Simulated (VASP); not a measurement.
# B2C (I4_1/amd) in VASP: single point with PBE

Aim: the single point of B2C with PBE.

All numbers are computed with VASP 6.6.1; they aren't measurements. Logs are shortened: lines on timing, memory, paths and dates and some standing lists are left out, and cuts for length are marked.

## (1) The cell of the first run

Symmetry: I4_1/amd, No. 141, tetragonal system. The conventional cell has a = 2.738 Å, b = 2.738 Å, c = 11.777 Å, α = 90.00°, β = 90.00°, γ = 90.00°. B (site symmetry 2mm) has 2 C at 1.57 Å and 2 B at 1.97 Å within 2.1 Å. C (site symmetry -4m2) has 4 B at 1.57 Å within 2.1 Å.

## (2) Single point, PBE

The input, INCAR:

```
ALGO = Normal
EDIFF = 1E-6
ENCUT = 520
GGA = PE
ISIF = 2
ISMEAR = 0
LASPH = T
LCHARG = F
LREAL = F
LWAVE = F
NBANDS = 19
NELM = 100
PREC = Accurate
SIGMA = 0.1
```

The input, KPOINTS:

```
k-points
0
Gamma
  16 16 16
```

The input, POSCAR:

```
B2C
1.0
   -1.3691199301      1.3691199301      5.8885723325
    1.3691199301     -1.3691199301      5.8885723325
    1.3691199301      1.3691199301     -5.8885723325
B C
4 2
Direct
    0.4351411024      0.9351411024      0.5000000000
    0.0648588976      0.5648588976      0.5000000000
    0.3148588976      0.3148588976      0.0000000000
    0.6851411024      0.6851411024      0.0000000000
    0.0000000000      0.0000000000      0.0000000000
    0.7500000000      0.2500000000      0.5000000000
```

Potentials or basis: VASP PAW PBE potentials, release 64 (B, C).

Command:

```console
cat potpaw_PBE.64/B/POTCAR potpaw_PBE.64/C/POTCAR > POTCAR
mpirun -np 1 vasp_std > vasp.out
```

OUTCAR:

```text
EDIFF = 1E-6
   ENCUT = 520
   GGA = PE
   ISIF = 2
   ISMEAR = 0
   LASPH = T
   LREAL = F
   NELM = 100
   PREC = Accurate

 ion  position               nearest neighbor table
   1  0.435  0.935  0.500-   5 1.57   5 1.57   3 1.97   3 1.97
   2  0.065  0.565  0.500-   5 1.57   5 1.57   4 1.97   4 1.97
   3  0.315  0.315  0.000-   6 1.57   6 1.57   1 1.97   1 1.97
   4  0.685  0.685  0.000-   6 1.57   6 1.57   2 1.97   2 1.97
   5  0.000  0.000  0.000-   2 1.57   1 1.57   2 1.57   1 1.57
   6  0.750  0.250  0.500-   3 1.57   4 1.57   3 1.57   4 1.57

  LATTYP: Found a body centered tetragonal cell.
 ALAT       =     2.7382398602
 C/A-ratio  =     4.3009908796

  Lattice vectors:

 A1 = (  -1.3691199301,   1.3691199301,   5.8885723325)
 A2 = (   1.3691199301,  -1.3691199301,   5.8885723325)
 A3 = (   1.3691199301,   1.3691199301,  -5.8885723325)

Analysis of symmetry for initial positions (statically):
=====================================================================
 Subroutine PRICEL returns:
 Original cell was already a primitive cell.

 Routine SETGRP: Setting up the symmetry group for a
 body centered tetragonal supercell.

 Subroutine GETGRP returns: Found 16 space group operations
 (whereof  8 operations were pure point group operations)
 out of a pool of 16 trial point group operations.

The static configuration has the point symmetry D_2d.
 The point group associated with its full space group is D_4h.

Analysis of symmetry for dynamics (positions and initial velocities):
=====================================================================
 Subroutine PRICEL returns:
 Original cell was already a primitive cell.

 Routine SETGRP: Setting up the symmetry group for a
 body centered tetragonal supercell.

 Subroutine GETGRP returns: Found 16 space group operations
 (whereof  8 operations were pure point group operations)
 out of a pool of 16 trial point group operations.

The dynamic configuration has the point symmetry D_2d.
 The point group associated with its full space group is D_4h.

 Subroutine INISYM returns: Found 16 space group operations
 (whereof  8 operations are pure point group operations),
 and found     1 'primitive' translations

----------------------------------------------------------------------------------------

[... 96 lines left out ...]
   LSORBIT =      F    spin-orbit coupling
   LASPH  =      T    aspherical Exc in radial PAW
   ENCUT  =  520.0 eV  38.22 Ry    6.18 a.u.  11.53 11.53 11.53*2*pi/ulx,y,z
   NELM   =    100;   NELMIN=  2; NELMDL= -5     # of ELM steps
   EDIFF  = 0.1E-05   stopping-criterion for ELM
   LREAL  =      F    real-space projection
   EDIFFG = 0.1E-04   stopping-criterion for IOM
   NSW    =      0    number of steps for IOM
   IBRION =     -1    ionic relax: 0-MD 1-quasi-New 2-CG
   NFREE  =      0    steps in history (QN), initial steepest desc. (CG)
   ISIF   =      2    stress and relaxation
   ISYM   =      2    0-nonsym 1-usesym 2-fastsym
   POTIM  = 0.5000    time-step for ionic-motion
   TEBEG  =    0.0;   TEEND  =   0.0 temperature during run
   PSTRESS=    0.0 pullay stress
   NELECT =      20.0000    total number of electrons
   NUPDOWN=      -1.0000    fix difference up-down
   EMIN   =  10.00;   EMAX   =-10.00  energy-range for DOS
   EFERMI =   0.00;   METHOD = LEGACY
   ISMEAR =     0;   SIGMA  =   0.10  broadening in eV -4-tet -1-fermi 0-gaus
   EFERMI_NEDOS =   21; number of points for ismear=-14 and -15
   IALGO  =     38    algorithm
   IMIX   =      4    mixing-type and parameters
     AMIX     =   0.40;   BMIX     =  1.00
     AMIX_MAG =   1.60;   BMIX_MAG =  1.00
  volume/ion in A,a.u.               =       7.36        49.66
  Fermi-wavevector in a.u.,A,eV,Ry     =   1.257285  2.375925 21.507631  1.580766
  Thomas-Fermi vector in A             =   2.390952
   LORBIT       =      0    0 simple, 1 ext, 2 COOP (PROOUT), +10 PAW based schemes
   GGA     = PE    functional components
   LHFCALC =     F    Hartree Fock is set to
   AEXX    =    0.0000 exact exchange contribution
   IVDW    =     0    specifies the selected vdW correction
   LEPSILON=     F    determine dielectric tensor
   LRPA    =     F    only Hartree local field effects (RPA)
 non-spin polarized calculation
 Gauss-broadening in eV      SIGMA  =   0.10
  energy-cutoff  :      520.00
  volume of cell :       44.15
 maximum number of plane-waves:      1204
 NGX is ok and might be reduce to    48
   NGX = 23   NGY = 23   NGZ = 23

 number of electron      20.0000000 magnetization

 Free energy of the ion-electron system (eV)
  ---------------------------------------------------
  ext. energy  EPLUGINS =         0.00000000
  ---------------------------------------------------
  free energy    TOTEN  =       -43.28650404 eV

  energy without entropy =      -43.28008086  energy(sigma->0) =      -43.28329245

 E-fermi :   5.4426     XC(G=0): -11.7239

 val. band max:        5.4418178222   @ k =   0.3750   0.0625   0.0000
 cond. band min:       5.4453792787   @ k =  -0.4375   0.3750  -0.0000
 fundamental gap:      0.0035614566
 Fermi energy:         5.4425755813

 k-point     1 :       0.0000    0.0000    0.0000
  band No.  band energies     occupation
      1     -10.5217      2.00000
      2      -8.7344      2.00000
      3      -4.6598      2.00000
      4       2.1185      2.00000
      5       2.2136      2.00000
      6       2.2136      2.00000
[... 505 lines left out ...]
      6       2.2369      2.00000
[... 11 lines left out ...]
     18      14.2598      0.00000
     19      17.0985      0.00000

 [... further k-points ...]
[... 5 lines left out ...]
  --------------------------------------------------------------------------------------
  -------------------------------------------------------------------------------------
  Total        0.0604400      0.0604400      0.0168601      0.0000000      0.0000000      0.0000000
  in kB        2.1932192      2.1932192      0.6118112      0.0000000      0.0000000      0.0000000
  external PRESSURE =       1.6660832 kB  Pullay stress =       0.0000000 kB

 VOLUME and BASIS-vectors are now :
 -----------------------------------------------------------------------------
  energy-cutoff  :      520.00
  volume of cell :       44.15
      direct lattice vectors                 reciprocal lattice vectors
    -1.369119930  1.369119930  5.888572332     0.000000000  0.365198102  0.084910225
     1.369119930 -1.369119930  5.888572332     0.365198102  0.000000000  0.084910225
     1.369119930  1.369119930 -5.888572332     0.365198102  0.365198102  0.000000000

 POSITION                                       TOTAL-FORCE (eV/Angst)
 -----------------------------------------------------------------------------------
      1.36912      0.00000      5.12472         0.000000      0.000000     -0.014390
      1.36912      0.00000      0.76385         0.000000      0.000000      0.014390
      0.00000      0.00000      3.70814        -0.000000     -0.000000      0.014390
      0.00000      0.00000      8.06901        -0.000000     -0.000000     -0.014390
      0.00000      0.00000      0.00000        -0.000000     -0.000000     -0.000000
      0.00000      1.36912      2.94429        -0.000000     -0.000000     -0.000000
 -----------------------------------------------------------------------------------
    total drift:                               -0.000000     -0.000000      0.000000

  FREE ENERGIE OF THE ION-ELECTRON SYSTEM (eV)
  ---------------------------------------------------
  free  energy   TOTEN  =       -43.2865040387 eV

  energy  without entropy=      -43.2800808592  energy(sigma->0) =      -43.28329245
```

OSZICAR:

```text
N       E                     dE             d eps       ncg     rms          rms(c)
DAV:   1     0.306598780059E+02    0.30660E+02   -0.97407E+03 13262   0.982E+02
DAV:   2    -0.431745622184E+02   -0.73834E+02   -0.70562E+02 16905   0.185E+02
DAV:   3    -0.460784526555E+02   -0.29039E+01   -0.28708E+01 18065   0.324E+01
DAV:   4    -0.460992603742E+02   -0.20808E-01   -0.20793E-01 17782   0.293E+00
DAV:   5    -0.460994390560E+02   -0.17868E-03   -0.17866E-03 17612   0.258E-01    0.981E+00
DAV:   6    -0.434872898722E+02    0.26121E+01   -0.54622E+00 16832   0.132E+01    0.451E+00
DAV:   7    -0.433279057573E+02    0.15938E+00   -0.87376E-01 16632   0.544E+00    0.252E+00
DAV:   8    -0.432904866986E+02    0.37419E-01   -0.14049E-01 17370   0.212E+00    0.384E-01
DAV:   9    -0.432862048727E+02    0.42818E-02   -0.18201E-02 16507   0.749E-01    0.113E-01
DAV:  10    -0.432864826857E+02   -0.27781E-03   -0.12765E-03 17173   0.233E-01    0.197E-02
DAV:  11    -0.432864994954E+02   -0.16810E-04   -0.27311E-05 18180   0.366E-02    0.977E-03
DAV:  12    -0.432865039890E+02   -0.44936E-05   -0.57163E-06 16253   0.165E-02    0.117E-03
DAV:  13    -0.432865040387E+02   -0.49764E-07   -0.23617E-07  9679   0.318E-03
   1 F= -.43286504E+02 E0= -.43283292E+02  d E =-.642318E-02
```

Run time: 15 min. Hardware: 1 thread of AMD EPYC 7R13 (Zen 3), shared host; peak memory 0.42 GiB.

What came out:

```
Free energy            : -43.2865 eV
Pressure               : 0.2 GPa
Largest force          : 0.014 eV/Å
Band gap on the k mesh : zero (bands 10 and 11 overlap by 5.72 eV)
```

Forces in eV/Å, atoms in the order of the input:
```
B    0.000  0.000 -0.014
B    0.000  0.000  0.014
B    0.000  0.000  0.014
B    0.000  0.000 -0.014
C    0.000  0.000  0.000
C    0.000  0.000  0.000
```

Stress tensor (GPa, compression positive):
```
0.22 0.00 0.00
0.00 0.22 0.00
0.00 0.00 0.06
```
